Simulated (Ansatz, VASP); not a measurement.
# WS2: VASP beside Ansatz

The input INCAR:

```
ALGO = Normal
DIPOL = 0.5 0.5 0.500
EDIFF = 1E-6
ENCUT = 520
GGA = CA
IDIPOL = 3
ISIF = 2
ISMEAR = 0
LASPH = T
LCHARG = T
LDIPOL = T
LELF = T
LREAL = F
LVACPOTAV = T
LVHAR = T
LWAVE = F
NBANDS = 35
NELM = 100
PREC = Accurate
SIGMA = 0.02
```

Contents of KPOINTS:

```
k-points
0
Gamma
  12 12 1
```

Contents of POSCAR:

```
WS2
1.0
    3.1569371639      0.0000000000      0.0000000000
   -1.5784685820      2.7339877821      0.0000000000
    0.0000000000      0.0000000000     44.4429311974
S W
4 2
Direct
    0.3333333333      0.6666666667      0.3960923610
    0.3333333333      0.6666666667      0.4669886509
    0.6666666667      0.3333333333      0.5330113491
    0.6666666667      0.3333333333      0.6039076390
    0.6666666667      0.3333333333      0.4315609068
    0.3333333333      0.6666666667      0.5684390932
```

Input for Ansatz:

```yaml
crystal:
  lattice:
    - [3.1569371639, 0.0, 0.0]
    - [-1.578468582, 2.7339877821, 0.0]
    - [0.0, 0.0, 44.4429311974]
  atoms:
    - { symbol: S, position: [0.3333333333, 0.6666666667, 0.396092361] }
    - { symbol: W, position: [0.6666666667, 0.3333333333, 0.4315609068] }
    - { symbol: S, position: [0.3333333333, 0.6666666667, 0.4669886509] }
    - { symbol: S, position: [0.6666666667, 0.3333333333, 0.5330113491] }
    - { symbol: W, position: [0.3333333333, 0.6666666667, 0.5684390932] }
    - { symbol: S, position: [0.6666666667, 0.3333333333, 0.603907639] }
  periodic: [true, true, false]
basis:
  ecutwfc: 420
kpoints:
  mp_grid: { grid: [12, 12, 1] }
  band_path:
    path:
      - [0.0, 0.0, 0.0]
      - [0.05, 0.0, 0.0]
      - [0.1, 0.0, 0.0]
      - [0.15, 0.0, 0.0]
      - [0.2, 0.0, 0.0]
      - [0.25, 0.0, 0.0]
      - [0.3, 0.0, 0.0]
      - [0.35, 0.0, 0.0]
      - [0.4, 0.0, 0.0]
      - [0.45, 0.0, 0.0]
      - [0.5, 0.0, 0.0]
      - [0.4833333333, 0.0333333333, 0.0]
      - [0.4666666667, 0.0666666667, 0.0]
      - [0.45, 0.1, 0.0]
      - [0.4333333333, 0.1333333333, 0.0]
      - [0.4166666667, 0.1666666667, 0.0]
      - [0.4, 0.2, 0.0]
      - [0.3833333333, 0.2333333333, 0.0]
      - [0.3666666667, 0.2666666667, 0.0]
      - [0.35, 0.3, 0.0]
      - [0.3333333333, 0.3333333333, 0.0]
      - [0.3, 0.3, 0.0]
      - [0.2666666667, 0.2666666667, 0.0]
      - [0.2333333333, 0.2333333333, 0.0]
      - [0.2, 0.2, 0.0]
      - [0.1666666667, 0.1666666667, 0.0]
      - [0.1333333333, 0.1333333333, 0.0]
      - [0.1, 0.1, 0.0]
      - [0.0666666667, 0.0666666667, 0.0]
      - [0.0333333333, 0.0333333333, 0.0]
      - [0.171875, 0.171875, 0.0]
    npoints: 1
hamiltonian:
  xc: lda
scf:
  occupations: { method: gaussian, width: 0.02 }
  n_extra_bands: 6
output:
  forces: true
  stress: true
  eigenvalues: true
  write_density: true
  write_potential: true
  elf: true
  volumetric_format: npy
```

Alike in both runs: task single point; functional LDA; k mesh 12 × 12 × 1; occupations gaussian, width 0.02 eV; no spin polarisation.

|  | VASP | Ansatz |
| --- | --- | --- |
| version | VASP 6.6.1 | Ansatz 0.2.0 |
| potentials or method | VASP PAW LDA potentials, release 64 (S, W_sv), cutoff 520 eV | scalar-relativistic, plane waves, PAW |
| valence electrons in the cell | 52 | 52 |

Ansatz gave:

```
gap on the k mesh at the Fermi level (eV) : 1.29
least direct gap on the mesh (eV)         : 1.86
rms of the force components (eV/Å)        : 0.241
```

Problem. Estimate VASP's values.

Solution. gap on the k mesh at the Fermi level (eV): 1.30; least direct gap on the mesh (eV): 1.87; rms of the force components (eV/Å): 0.220.

LDA's correlation is that of Perdew and Zunger in VASP and of Perdew and Wang (1992) in Ansatz. Ansatz's warnings: xc potential rough in thin density.

Spin-orbit coupling is off throughout.
